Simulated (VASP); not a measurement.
# BaTiO3 (R3m) in VASP: a series of runs

BaTiO3 is run at these levels: PBE+U; tasks: single point.

All numbers are computed with VASP 6.6.1; they aren't measurements. Logs are shortened: lines on timing, memory, paths and dates and some standing lists are left out, and cuts for length are marked.

### 1 The cell of the first run

The typed cell holds 5 atoms: a = 3.926 Å, b = 3.926 Å, c = 3.926 Å, α = 90.00°, β = 90.00°, γ = 90.00°.

### 2 Single point, PBE+U (volume scaled by 0.91, then relaxed in part)

The input, INCAR:

```
PREC = Accurate ; ENCUT = 520
EDIFF = 1E-6 ; ISMEAR = 0
SIGMA = 0.02 ; LREAL = False
LASPH = True ; NELM = 150
ALGO = Normal ; ISIF = 2
LWAVE = False ; LCHARG = False
LMAXMIX = 4 ; LDAU = True
LDAUTYPE = 2 ; LDAUL = -1 2 -1
LDAUU = 0 4 0 ; LDAUJ = 0 0 0
LDAUPRINT = 1 ; GGA = PE
NBANDS = 28
```

The input, KPOINTS:

```
regular mesh
0
Gamma
  6 6 6
```

The input, POSCAR:

```
BaTiO3
1.0
    2.7760051955      1.6027273469      2.2666466984
   -2.7760051955      1.6027273469      2.2666466984
    0.0000000000     -3.2054546938      2.2666466984
Ba Ti O
1 1 3
Direct
   -0.0042192847     -0.0042192847     -0.0042192847
    0.4958508896      0.4958508896      0.4958508896
    0.4956998825      0.4956998825      0.9956686301
    0.4956998825      0.9956686301      0.4956998825
    0.9956686301      0.4956998825      0.4956998825
```

Potentials or basis: VASP PAW PBE potentials, release 64 (Ba_sv, Ti_sv, O).

The run is started by

```
$ cat potpaw_PBE.64/Ba_sv/POTCAR potpaw_PBE.64/Ti_sv/POTCAR potpaw_PBE.64/O/POTCAR > POTCAR
$ mpirun -np 1 vasp_std > vasp.out
```

OUTCAR:

```text
PREC = Accurate
   ENCUT = 520
   EDIFF = 1E-6
   ISMEAR = 0
   LREAL = False
   LASPH = True
   NELM = 150
   ISIF = 2
   GGA = PE

 ion  position               nearest neighbor table
   1  0.996  0.996  0.996-   4 2.78   5 2.78   3 2.78   3 2.78   3 2.78   4 2.78   5 2.78   5 2.78
                             4 2.78   5 2.78   4 2.78   3 2.78   2 3.40   2 3.40   2 3.40   2 3.40
   2  0.496  0.496  0.496-   4 1.96   5 1.96   3 1.96   4 1.96   5 1.96   3 1.96   1 3.40   1 3.40
                             1 3.40   1 3.40   1 3.40   1 3.40   1 3.40   1 3.40
   3  0.496  0.496  0.996-   2 1.96   2 1.96   1 2.78   1 2.78   1 2.78   1 2.78
   4  0.496  0.996  0.496-   2 1.96   2 1.96   1 2.78   1 2.78   1 2.78   1 2.78
   5  0.996  0.496  0.496-   2 1.96   2 1.96   1 2.78   1 2.78   1 2.78   1 2.78

  LATTYP: Found a trigonal (rhomboedric) cell.
 ALAT       =     3.9258918795
 COS(alpha) =     0.0000141026

  Lattice vectors:

 A1 = (   2.7760051955,   1.6027273469,   2.2666466984)
 A2 = (  -2.7760051955,   1.6027273469,   2.2666466984)
 A3 = (   0.0000000000,  -3.2054546938,   2.2666466984)

Analysis of symmetry for initial positions (statically):
=====================================================================
 Subroutine PRICEL returns:
 Original cell was already a primitive cell.

 Routine SETGRP: Setting up the symmetry group for a
 trigonal (rhombohedral) supercell.

 Subroutine GETGRP returns: Found  6 space group operations
 (whereof  6 operations were pure point group operations)
 out of a pool of 12 trial point group operations.

The static configuration has the point symmetry C_3v.

Analysis of symmetry for dynamics (positions and initial velocities):
=====================================================================
 Subroutine PRICEL returns:
 Original cell was already a primitive cell.

 Routine SETGRP: Setting up the symmetry group for a
 trigonal (rhombohedral) supercell.

 Subroutine GETGRP returns: Found  6 space group operations
 (whereof  6 operations were pure point group operations)
 out of a pool of 12 trial point group operations.

The dynamic configuration has the point symmetry C_3v.

 Subroutine INISYM returns: Found  6 space group operations
 (whereof  6 operations are pure point group operations),
 and found     1 'primitive' translations

----------------------------------------------------------------------------------------

                                     Primitive cell

  volume of cell :      60.5083

  direct lattice vectors                    reciprocal lattice vectors
     2.776005195  1.602727347  2.266646698     0.180114937  0.103989407  0.147060119
    -2.776005195  1.602727347  2.266646698    -0.180114937  0.103989407  0.147060119
     0.000000000 -3.205454694  2.266646698     0.000000000 -0.207978814  0.147060119

  length of vectors
     3.925891879  3.925891879  3.925891879     0.254719190  0.254719190  0.254719190

  position of ions in fractional coordinates (direct lattice)
     0.995780715  0.995780715  0.995780715
     0.495850890  0.495850890  0.495850890
     0.495699882  0.495699882  0.995668630
     0.495699882  0.995668630  0.495699882
     0.995668630  0.495699882  0.495699882

  ion indices of the primitive-cell ions
   primitive index   ion index
                 1           1
                 2           2
                 3           3
                 4           4
                 5           5

----------------------------------------------------------------------------------------

 KPOINTS: regular mesh

Automatic generation of k-mesh.
 Grid dimensions read from file:
 generate k-points for:    6    6    6

 Generating k-lattice:

[... 49 lines left out ...]
   NGX,Y,Z   is equivalent  to a cutoff of  12.70, 12.70, 12.70 a.u.
   NGXF,Y,Z  is equivalent  to a cutoff of  25.41, 25.41, 25.41 a.u.
 SYSTEM =  unknown system
   PREC   = accura    normal or accurate (medium, high low for compatibility)
   ISTART =      0    job   : 0-new  1-cont  2-samecut
   ICHARG =      2    charge: 1-file 2-atom 10-const
   ISPIN  =      1    spin polarized calculation?
   LNONCOLLINEAR =      F non collinear calculations
   LSORBIT =      F    spin-orbit coupling
   LASPH  =      T    aspherical Exc in radial PAW
   ENCUT  =  520.0 eV  38.22 Ry    6.18 a.u.   7.30  7.30  7.30*2*pi/ulx,y,z
   NELM   =    150;   NELMIN=  2; NELMDL= -5     # of ELM steps
   EDIFF  = 0.1E-05   stopping-criterion for ELM
   LREAL  =      F    real-space projection
   EDIFFG = 0.1E-04   stopping-criterion for IOM
   NSW    =      0    number of steps for IOM
   IBRION =     -1    ionic relax: 0-MD 1-quasi-New 2-CG
   NFREE  =      0    steps in history (QN), initial steepest desc. (CG)
   ISIF   =      2    stress and relaxation
   ISYM   =      2    0-nonsym 1-usesym 2-fastsym
   POTIM  = 0.5000    time-step for ionic-motion
   TEBEG  =    0.0;   TEEND  =   0.0 temperature during run
   PSTRESS=    0.0 pullay stress
   NELECT =      40.0000    total number of electrons
   NUPDOWN=      -1.0000    fix difference up-down
   EMIN   =  10.00;   EMAX   =-10.00  energy-range for DOS
   EFERMI =   0.00;   METHOD = LEGACY
   ISMEAR =     0;   SIGMA  =   0.02  broadening in eV -4-tet -1-fermi 0-gaus
   EFERMI_NEDOS =   21; number of points for ismear=-14 and -15
   IALGO  =     38    algorithm
   IMIX   =      4    mixing-type and parameters
     AMIX     =   0.40;   BMIX     =  1.00
     AMIX_MAG =   1.60;   BMIX_MAG =  1.00
  volume/ion in A,a.u.               =      12.10        81.67
  Fermi-wavevector in a.u.,A,eV,Ry     =   1.426121  2.694979 27.671831  2.033822
  Thomas-Fermi vector in A             =   2.546432
   LORBIT       =      0    0 simple, 1 ext, 2 COOP (PROOUT), +10 PAW based schemes
 LDA+U is selected, type is set to LDAUTYPE =  2
   angular momentum for each species LDAUL =    -1    2   -1
   U (eV)           for each species LDAUU =   0.0  4.0  0.0
   J (eV)           for each species LDAUJ =   0.0  0.0  0.0
   GGA     = PE    functional components
   LHFCALC =     F    Hartree Fock is set to
   AEXX    =    0.0000 exact exchange contribution
   IVDW    =     0    specifies the selected vdW correction
   LEPSILON=     F    determine dielectric tensor
   LRPA    =     F    only Hartree local field effects (RPA)
 non-spin polarized calculation
 Gauss-broadening in eV      SIGMA  =   0.02
  energy-cutoff  :      520.00
  volume of cell :       60.51
 maximum number of plane-waves:      1654
 NGX is ok and might be reduce to    30
   NGX = 15   NGY = 15   NGZ = 15

atom =   2  type =  2  l = 2

 onsite density matrix

spin component  1

  0.1546 -0.0000  0.0000  0.0676 -0.0000
 -0.0000  0.2024  0.0000 -0.0000  0.0676
  0.0000  0.0000  0.1068  0.0000  0.0000
  0.0676 -0.0000  0.0000  0.2024 -0.0000
 -0.0000  0.0676  0.0000 -0.0000  0.1546

spin component  2

  0.1546 -0.0000  0.0000  0.0676 -0.0000
 -0.0000  0.2024  0.0000 -0.0000  0.0676
  0.0000  0.0000  0.1068  0.0000  0.0000
  0.0676 -0.0000  0.0000  0.2024 -0.0000
 -0.0000  0.0676  0.0000 -0.0000  0.1546

 occupancies and eigenvectors

  o =  0.1068  v =  0.0000  0.0000  1.0000  0.0000 -0.0000  0.0000  0.0000  0.0000  0.0000  0.0000      0.0000  0.0000  0.0000  0.0000  0.0000  0.0000  0.0000  0.0000  0.0000  0.0000
  o =  0.1068  v =  0.0000  0.0000  0.0000  0.0000  0.0000  0.0000  0.0000  1.0000  0.0000 -0.0000      0.0000  0.0000  0.0000  0.0000  0.0000  0.0000  0.0000  0.0000  0.0000  0.0000
  o =  0.1068  v =  0.0000  0.0000  0.0000  0.0000  0.0000 -0.8165  0.0000  0.0000  0.5773 -0.0000      0.0000  0.0000  0.0000  0.0000  0.0000  0.0000  0.0000  0.0000  0.0000  0.0000
  o =  0.1068  v = -0.8165  0.0000  0.0000  0.5773 -0.0000  0.0000  0.0000  0.0000  0.0000  0.0000      0.0000  0.0000  0.0000  0.0000  0.0000  0.0000  0.0000  0.0000  0.0000  0.0000
  o =  0.1068  v =  0.0000  0.0000  0.0000  0.0000  0.0000  0.0000  0.5773 -0.0000  0.0000 -0.8165      0.0000  0.0000  0.0000  0.0000  0.0000  0.0000  0.0000  0.0000  0.0000  0.0000
  o =  0.1068  v =  0.0000  0.5773 -0.0000  0.0000 -0.8165  0.0000  0.0000  0.0000  0.0000  0.0000      0.0000  0.0000  0.0000  0.0000  0.0000  0.0000  0.0000  0.0000  0.0000  0.0000
  o =  0.2502  v =  0.5773  0.0000  0.0000  0.8165 -0.0000  0.0000  0.0000  0.0000  0.0000  0.0000      0.0000  0.0000  0.0000  0.0000  0.0000  0.0000  0.0000  0.0000  0.0000  0.0000
  o =  0.2502  v =  0.0000  0.0000  0.0000  0.0000  0.0000  0.5773  0.0000  0.0000  0.8165 -0.0000      0.0000  0.0000  0.0000  0.0000  0.0000  0.0000  0.0000  0.0000  0.0000  0.0000
  o =  0.2502  v =  0.0000 -0.8165 -0.0000  0.0000 -0.5773  0.0000  0.0000  0.0000  0.0000  0.0000      0.0000  0.0000  0.0000  0.0000  0.0000  0.0000  0.0000  0.0000  0.0000  0.0000
  o =  0.2502  v =  0.0000  0.0000  0.0000  0.0000  0.0000  0.0000 -0.8165 -0.0000  0.0000 -0.5773      0.0000  0.0000  0.0000  0.0000  0.0000  0.0000  0.0000  0.0000  0.0000  0.0000

 number of electron      40.0000000 magnetization

 Free energy of the ion-electron system (eV)
  ---------------------------------------------------
  ext. energy  EPLUGINS =         0.00000000
  ---------------------------------------------------
  free energy    TOTEN  =       -36.99485517 eV

  energy without entropy =      -36.99485517  energy(sigma->0) =      -36.99485517

 E-fermi :   4.5443     XC(G=0): -11.5750

 val. band max:        4.4330934576   @ k =   0.5000   0.5000   0.5000
 cond. band min:       6.7805369010   @ k =   0.0000   0.0000   0.0000
 fundamental gap:      2.3474434433
 Fermi energy:         4.5443242792

 k-point     1 :       0.0000    0.0000    0.0000
  band No.  band energies     occupation
      1     -53.0116      2.00000
      2     -29.2072      2.00000
      3     -29.2072      2.00000
      4     -29.2072      2.00000
      5     -20.2673      2.00000
      6     -12.6490      2.00000
[... 733 lines left out ...]
     27      12.9206      0.00000
     28      13.3877      0.00000

 [... further k-points ...]
[... 5 lines left out ...]
  --------------------------------------------------------------------------------------
  -------------------------------------------------------------------------------------
  Total        7.3661762      7.3661762      7.3631530      0.0000000      0.0000000      0.0000000
  in kB      195.0462833    195.0462833    194.9662353      0.0000000      0.0000000      0.0000000
  external PRESSURE =     195.0196006 kB  Pullay stress =       0.0000000 kB

 VOLUME and BASIS-vectors are now :
 -----------------------------------------------------------------------------
  energy-cutoff  :      520.00
  volume of cell :       60.51
      direct lattice vectors                 reciprocal lattice vectors
     2.776005195  1.602727347  2.266646698     0.180114937  0.103989407  0.147060119
    -2.776005195  1.602727347  2.266646698    -0.180114937  0.103989407  0.147060119
     0.000000000 -3.205454694  2.266646698     0.000000000 -0.207978814  0.147060119

 POSITION                                       TOTAL-FORCE (eV/Angst)
 -----------------------------------------------------------------------------------
      0.00000      0.00000      6.77125         0.000000      0.000000     -0.000440
      0.00000      0.00000      3.37176         0.000000      0.000000     -0.007773
      0.00000     -1.60263      4.50398         0.000000     -0.003486      0.002738
     -1.38792      0.80131      4.50398        -0.003019      0.001743      0.002738
      1.38792      0.80131      4.50398         0.003019      0.001743      0.002738
 -----------------------------------------------------------------------------------
    total drift:                                0.000000      0.000007     -0.000767

  FREE ENERGIE OF THE ION-ELECTRON SYSTEM (eV)
  ---------------------------------------------------
  free  energy   TOTEN  =       -36.9948551723 eV

  energy  without entropy=      -36.9948551723  energy(sigma->0) =      -36.99485517
```

It used 45 s of CPU time on 1 thread of Intel Xeon 6975P-C, with other jobs on the host.

What came out:

- Free energy: -36.9949 eV
- Pressure: 19.5 GPa
- Largest force: 0.008 eV/Å
- Band gap on the k mesh: 2.35 eV, indirect (least direct gap 2.48 eV)

Forces on the atoms (eV/Å):
```
Ba   0.000  0.000  0.000
Ti   0.000  0.000 -0.008
O    0.000 -0.003  0.003
O   -0.003  0.002  0.003
O    0.003  0.002  0.003
```

Eigenvalues of the final occupation matrices:
| site | spin | trace | eigenvalues |
| --- | --- | --- | --- |
| site 2 d | 1 | 0.82 | 0.11 0.11 0.11 0.25 0.25 |
| site 2 d | 2 | 0.82 | 0.11 0.11 0.11 0.25 0.25 |

Caveat: spin-orbit coupling is left out, which moves the levels of the heavy elements.

[end of part 1 of 2]
